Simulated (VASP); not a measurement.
# CaSe (Fm-3m) in VASP: single point with PBE

Aim: the single point of CaSe with PBE.

Program: VASP 6.6.1. These are calculated values, not measurements. Logs are shortened: lines on timing, memory, paths and dates and some standing lists are left out, and cuts for length are marked.

## Step 1: The cell of the first run

Symmetry: Fm-3m, No. 225, cubic system. The conventional cell has a = 5.958 Å, b = 5.958 Å, c = 5.958 Å, α = 90.00°, β = 90.00°, γ = 90.00°. Ca (site symmetry m-3m) has 6 Se at 2.98 Å within 3.9 Å. Se (site symmetry m-3m) has 6 Ca at 2.98 Å within 3.9 Å.

## Step 2: Single point, PBE

Input file INCAR:

```
ALGO = Normal
EDIFF = 1E-6
ENCUT = 520
GGA = PE
ISIF = 2
ISMEAR = 0
LASPH = True
LCHARG = False
LREAL = False
LWAVE = False
NBANDS = 42
NELM = 100
PREC = Accurate
SIGMA = 0.05
```

Input file KPOINTS:

```
k-points
0
Gamma
  6 6 6
```

Input file POSCAR:

```
CaSe
1.0
    0.0000000000      5.9581477668      5.9581477668
    5.9581477668      0.0000000000      5.9581477668
    2.9790738834      2.9790738834      0.0000000000
Ca Se
4 4
Direct
    0.2500000000      0.2500000000      0.5000000000
    0.2500000000      0.7500000000      0.5000000000
    0.7500000000      0.2500000000      0.5000000000
    0.7500000000      0.7500000000      0.5000000000
    0.0000000000      0.0000000000      0.0000000000
    0.0000000000      0.5000000000      0.0000000000
    0.5000000000      0.0000000000      0.0000000000
    0.5000000000      0.5000000000      0.0000000000
```

Potentials or basis: VASP PAW PBE potentials, release 64 (Ca_sv, Se).

Launch:

```sh
$ cat potpaw_PBE.64/Ca_sv/POTCAR potpaw_PBE.64/Se/POTCAR > POTCAR
$ mpirun -np 1 vasp_std > vasp.out
```

OUTCAR:

```text
EDIFF = 1E-6
   ENCUT = 520
   GGA = PE
   ISIF = 2
   ISMEAR = 0
   LASPH = True
   LREAL = False
   NELM = 100
   PREC = Accurate

 ion  position               nearest neighbor table
   1  0.250  0.250  0.500-   5 2.98   6 2.98   7 2.98   6 2.98   7 2.98   8 2.98
   2  0.250  0.750  0.500-   5 2.98   6 2.98   8 2.98   5 2.98   7 2.98   8 2.98
   3  0.750  0.250  0.500-   5 2.98   7 2.98   8 2.98   5 2.98   6 2.98   8 2.98
   4  0.750  0.750  0.500-   6 2.98   7 2.98   8 2.98   5 2.98   6 2.98   7 2.98
   5  0.000  0.000  0.000-   2 2.98   3 2.98   4 2.98   1 2.98   2 2.98   3 2.98
   6  0.000  0.500  0.000-   1 2.98   3 2.98   4 2.98   1 2.98   2 2.98   4 2.98
   7  0.500  0.000  0.000-   1 2.98   2 2.98   4 2.98   1 2.98   3 2.98   4 2.98
   8  0.500  0.500  0.000-   1 2.98   2 2.98   3 2.98   2 2.98   3 2.98   4 2.98

  LATTYP: Found a base centered orthorhombic cell.
 ALAT       =     8.4260933784
 B/A-ratio  =     1.4142135624
 C/A-ratio  =     0.5000000000

  Lattice vectors:

 A1 = (  -2.9790738834,   2.9790738834,  -5.9581477668)
 A2 = (  -2.9790738834,   2.9790738834,   5.9581477668)
 A3 = (   2.9790738834,   2.9790738834,   0.0000000000)

Analysis of symmetry for initial positions (statically):
=====================================================================
 Subroutine PRICEL returns following result:

  LATTYP: Found a face centered cubic cell.
 ALAT       =     5.9581477668

  Lattice vectors:

 A1 = (   0.0000000000,   2.9790738834,   2.9790738834)
 A2 = (   2.9790738834,   0.0000000000,   2.9790738834)
 A3 = (   2.9790738834,   2.9790738834,   0.0000000000)

   4 primitive cells build up your supercell.

 Routine SETGRP: Setting up the symmetry group for a
 base centered orthorhombic supercell.

 Subroutine GETGRP returns: Found  8 space group operations
 (whereof  8 operations were pure point group operations)
 out of a pool of  8 trial point group operations.

The static configuration has the point symmetry D_2h.

Analysis of symmetry for dynamics (positions and initial velocities):
=====================================================================
 Subroutine PRICEL returns following result:

  LATTYP: Found a face centered cubic cell.
 ALAT       =     5.9581477668

  Lattice vectors:

 A1 = (   0.0000000000,   2.9790738834,   2.9790738834)
 A2 = (   2.9790738834,   0.0000000000,   2.9790738834)
 A3 = (   2.9790738834,   2.9790738834,   0.0000000000)

   4 primitive cells build up your supercell.

 Routine SETGRP: Setting up the symmetry group for a
 base centered orthorhombic supercell.

 Subroutine GETGRP returns: Found  8 space group operations
 (whereof  8 operations were pure point group operations)
 out of a pool of  8 trial point group operations.

The dynamic configuration has the point symmetry D_2h.

 Subroutine INISYM returns: Found  8 space group operations
 (whereof  8 operations are pure point group operations),
 and found     4 'primitive' translations

----------------------------------------------------------------------------------------

                                     Primitive cell

  volume of cell :      52.8779

  direct lattice vectors                    reciprocal lattice vectors
     0.000000000  2.979073883  2.979073883    -0.167837395  0.167837395  0.167837395
     2.979073883  0.000000000  2.979073883     0.167837395 -0.167837395  0.167837395
     2.979073883  2.979073883  0.000000000     0.167837395  0.167837395 -0.167837395

  length of vectors
     4.213046689  4.213046689  4.213046689     0.290702895  0.290702895  0.290702895

  position of ions in fractional coordinates (direct lattice)
     0.500000000  0.500000000  0.500000000
     0.000000000  0.000000000  0.000000000

  ion indices of the primitive-cell ions
   primitive index   ion index
                 1           1
                 2           5

----------------------------------------------------------------------------------------

 KPOINTS: k-points

Automatic generation of k-mesh.
 Grid dimensions read from file:
 generate k-points for:    6    6    6

 Generating k-lattice:

  Cartesian coordinates                     Fractional coordinates (reciprocal lattice)
    -0.013986450  0.013986450  0.013986450     0.166666667  0.000000000  0.000000000
     0.013986450 -0.013986450  0.013986450     0.000000000  0.166666667  0.000000000
     0.027972899  0.027972899 -0.027972899     0.000000000  0.000000000  0.166666667

  Length of vectors
     0.024225241  0.024225241  0.048450483

  Shift w.r.t. Gamma in fractional coordinates (k-lattice)
     0.000000000  0.000000000  0.000000000

 Subroutine IBZKPT returns following result:
 ===========================================

 Found     52 irreducible k-points:

 Following reciprocal coordinates:
            Coordinates               Weight
  0.000000  0.000000  0.000000      1.000000
  0.166667  0.000000  0.000000      4.000000
  0.333333  0.000000  0.000000      4.000000
  0.500000  0.000000  0.000000      2.000000
  0.166667  0.166667  0.000000      2.000000
  0.333333  0.166667  0.000000      4.000000
[... 16 lines left out ...]
  0.500000  0.500000  0.166667      4.000000
 -0.333333  0.500000  0.166667      8.000000
 [... further k-points ...]
   k-points           NKPTS =     52   k-points in BZ     NKDIM =     52   number of bands    NBANDS=     42
   number of dos      NEDOS =    301   number of ions     NIONS =      8
   total plane-waves  NPLWV = 131072
   dimension x,y,z NGX =    64 NGY =   64 NGZ =   32
   dimension x,y,z NGXF=   128 NGYF=  128 NGZF=   64
   ions per type =               4   4
   NGX,Y,Z   is equivalent  to a cutoff of  12.63, 12.63, 12.63 a.u.
   NGXF,Y,Z  is equivalent  to a cutoff of  25.25, 25.25, 25.25 a.u.
 SYSTEM =  unknown system
   PREC   = accura    normal or accurate (medium, high low for compatibility)
   ISTART =      0    job   : 0-new  1-cont  2-samecut
   ICHARG =      2    charge: 1-file 2-atom 10-const
   ISPIN  =      1    spin polarized calculation?
   LNONCOLLINEAR =      F non collinear calculations
   LSORBIT =      F    spin-orbit coupling
   LASPH  =      T    aspherical Exc in radial PAW
   ENCUT  =  520.0 eV  38.22 Ry    6.18 a.u.  15.67 15.67  7.83*2*pi/ulx,y,z
   NELM   =    100;   NELMIN=  2; NELMDL= -5     # of ELM steps
   EDIFF  = 0.1E-05   stopping-criterion for ELM
   LREAL  =      F    real-space projection
   EDIFFG = 0.1E-04   stopping-criterion for IOM
   NSW    =      0    number of steps for IOM
   IBRION =     -1    ionic relax: 0-MD 1-quasi-New 2-CG
   NFREE  =      0    steps in history (QN), initial steepest desc. (CG)
   ISIF   =      2    stress and relaxation
   ISYM   =      2    0-nonsym 1-usesym 2-fastsym
   POTIM  = 0.5000    time-step for ionic-motion
   TEBEG  =    0.0;   TEEND  =   0.0 temperature during run
   PSTRESS=    0.0 pullay stress
   NELECT =      64.0000    total number of electrons
   NUPDOWN=      -1.0000    fix difference up-down
   EMIN   =  10.00;   EMAX   =-10.00  energy-range for DOS
   EFERMI =   0.00;   METHOD = LEGACY
   ISMEAR =     0;   SIGMA  =   0.05  broadening in eV -4-tet -1-fermi 0-gaus
   EFERMI_NEDOS =   21; number of points for ismear=-14 and -15
   IALGO  =     38    algorithm
   IMIX   =      4    mixing-type and parameters
     AMIX     =   0.40;   BMIX     =  1.00
     AMIX_MAG =   1.60;   BMIX_MAG =  1.00
  volume/ion in A,a.u.               =      26.44       178.42
  Fermi-wavevector in a.u.,A,eV,Ry     =   1.099065  2.076933 16.435087  1.207945
  Thomas-Fermi vector in A             =   2.235454
   LORBIT       =      0    0 simple, 1 ext, 2 COOP (PROOUT), +10 PAW based schemes
   GGA     = PE    functional components
   LHFCALC =     F    Hartree Fock is set to
   AEXX    =    0.0000 exact exchange contribution
   IVDW    =     0    specifies the selected vdW correction
   LEPSILON=     F    determine dielectric tensor
   LRPA    =     F    only Hartree local field effects (RPA)
 non-spin polarized calculation
 Gauss-broadening in eV      SIGMA  =   0.05
  energy-cutoff  :      520.00
  volume of cell :      211.51
 maximum number of plane-waves:      5712
 NGX is ok and might be reduce to    64
   NGX = 31   NGY = 31   NGZ = 15

 number of electron      63.9999985 magnetization

 Free energy of the ion-electron system (eV)
  ---------------------------------------------------
  ext. energy  EPLUGINS =         0.00000000
  ---------------------------------------------------
  free energy    TOTEN  =       -37.94314704 eV

  energy without entropy =      -37.94314704  energy(sigma->0) =      -37.94314704

 E-fermi :   2.6010     XC(G=0):  -9.0642

 val. band max:        2.2985034164   @ k =   0.0000   0.0000   0.0000
 cond. band min:       4.3723726916   @ k =   0.0000   0.0000   0.5000
 fundamental gap:      2.0738692752
 Fermi energy:         2.6010470907

 k-point     1 :       0.0000    0.0000    0.0000
  band No.  band energies     occupation
      1     -37.5178      2.00000
      2     -37.5118      2.00000
      3     -37.5118      2.00000
      4     -37.5098      2.00000
      5     -18.6107      2.00000
      6     -18.6107      2.00000
[... 34 lines left out ...]
     41       6.7795      0.00000
     42       7.2894      0.00000

 k-point     2 :       0.1667    0.0000    0.0000
  band No.  band energies     occupation
      1     -37.5174      2.00000
      2     -37.5122      2.00000
      3     -37.5117      2.00000
      4     -37.5100      2.00000
      5     -18.6069      2.00000
      6     -18.6040      2.00000
[... 34 lines left out ...]
     41       6.7359      0.00000
     42       7.4058      0.00000

 k-point     3 :       0.3333    0.0000    0.0000
  band No.  band energies     occupation
      1     -37.5163      2.00000
      2     -37.5133      2.00000
      3     -37.5113      2.00000
      4     -37.5103      2.00000
      5     -18.5968      2.00000
      6     -18.5855      2.00000
[... 34 lines left out ...]
     41       7.1712      0.00000
     42       7.2279      0.00000

 k-point     4 :       0.5000    0.0000    0.0000
  band No.  band energies     occupation
      1     -37.5148      2.00000
      2     -37.5148      2.00000
      3     -37.5108      2.00000
      4     -37.5108      2.00000
      5     -18.5845      2.00000
      6     -18.5845      2.00000
[... 844 lines left out ...]
     41       7.1984      0.00000
     42       7.2360      0.00000

 k-point    23 :       0.5000    0.5000    0.1667
  band No.  band energies     occupation
      1     -37.5150      2.00000
      2     -37.5116      2.00000
      3     -37.5113      2.00000
      4     -37.5113      2.00000
      5     -18.5850      2.00000
      6     -18.5850      2.00000
[... 34 lines left out ...]
     41       7.5234      0.00000
     42       7.6147      0.00000

 k-point    24 :      -0.3333    0.5000    0.1667
  band No.  band energies     occupation
      1     -37.5140      2.00000
      2     -37.5123      2.00000
      3     -37.5123      2.00000
      4     -37.5106      2.00000
      5     -18.5789      2.00000
      6     -18.5733      2.00000
[... 34 lines left out ...]
     41       7.1978      0.00000
     42       7.2880      0.00000

 [... further k-points ...]
[... 5 lines left out ...]
  --------------------------------------------------------------------------------------
  -------------------------------------------------------------------------------------
  Total        0.2174931      0.2174931      0.2118354      0.0053786      0.0000000      0.0000000
  in kB        1.6474883      1.6474883      1.6046312      0.0407426      0.0000000      0.0000000
  external PRESSURE =       1.6332026 kB  Pullay stress =       0.0000000 kB

 VOLUME and BASIS-vectors are now :
 -----------------------------------------------------------------------------
  energy-cutoff  :      520.00
  volume of cell :      211.51
      direct lattice vectors                 reciprocal lattice vectors
     0.000000000  5.958147767  5.958147767    -0.083918697  0.083918697  0.083918697
     5.958147767  0.000000000  5.958147767     0.083918697 -0.083918697  0.083918697
     2.979073883  2.979073883  0.000000000     0.167837395  0.167837395 -0.167837395

 POSITION                                       TOTAL-FORCE (eV/Angst)
 -----------------------------------------------------------------------------------
      2.97907      2.97907      2.97907        -0.000000     -0.000000      0.000000
      5.95815      2.97907      5.95815        -0.000000      0.000000     -0.000000
      2.97907      5.95815      5.95815         0.000000      0.000000      0.000000
      5.95815      5.95815      8.93722        -0.000000      0.000000      0.000000
      0.00000      0.00000      0.00000        -0.000000     -0.000000     -0.000000
      2.97907      0.00000      2.97907        -0.000000      0.000000     -0.000000
      0.00000      2.97907      2.97907        -0.000000     -0.000000     -0.000000
      2.97907      2.97907      5.95815         0.000000     -0.000000     -0.000000
 -----------------------------------------------------------------------------------
    total drift:                                0.000000      0.000000     -0.000000

  FREE ENERGIE OF THE ION-ELECTRON SYSTEM (eV)
  ---------------------------------------------------
  free  energy   TOTEN  =       -37.9431470400 eV

  energy  without entropy=      -37.9431470400  energy(sigma->0) =      -37.94314704
```

Wall time 9.9 min (1 thread of AMD EPYC 7R13 (Zen 3), shared host); peak memory 0.56 GiB.

What came out:

```
Free energy            : -37.9431 eV
Pressure               : 0.2 GPa
Band gap on the k mesh : 2.07 eV
```

Levels at points of the mesh, in eV from the valence-band top:
| k point | band 28 | band 29 | band 30 | band 31 | band 32 | band 33 | band 34 | band 35 | band 36 | band 37 |
| --- | --- | --- | --- | --- | --- | --- | --- | --- | --- | --- |
| (0.00, 0.00, 0.00) | -0.91 | -0.91 | 0.00 | 0.00 | 0.00 | 2.07 | 3.23 | 3.71 | 3.71 | 3.71 |
| (0.50, 0.00, 0.00) | -1.04 | -0.67 | -0.67 | -0.67 | -0.67 | 3.41 | 3.41 | 3.71 | 3.71 | 4.42 |
| (0.50, 0.50, 0.00) | -1.10 | -0.59 | -0.59 | -0.59 | -0.59 | 2.75 | 2.75 | 4.39 | 4.39 | 4.61 |
| (0.00, 0.00, 0.50) | -1.15 | -0.91 | -0.91 | -0.91 | -0.91 | 2.07 | 2.07 | 4.48 | 4.48 | 4.95 |
| (0.50, 0.00, 0.50) | -1.56 | -1.04 | -1.04 | -1.04 | -1.04 | 3.41 | 3.41 | 3.41 | 3.41 | 5.58 |
| (0.50, 0.50, 0.50) | -1.63 | -1.46 | -1.46 | -1.10 | -1.10 | 4.38 | 4.38 | 4.38 | 4.38 | 4.72 |

A k mesh can miss the band edges.
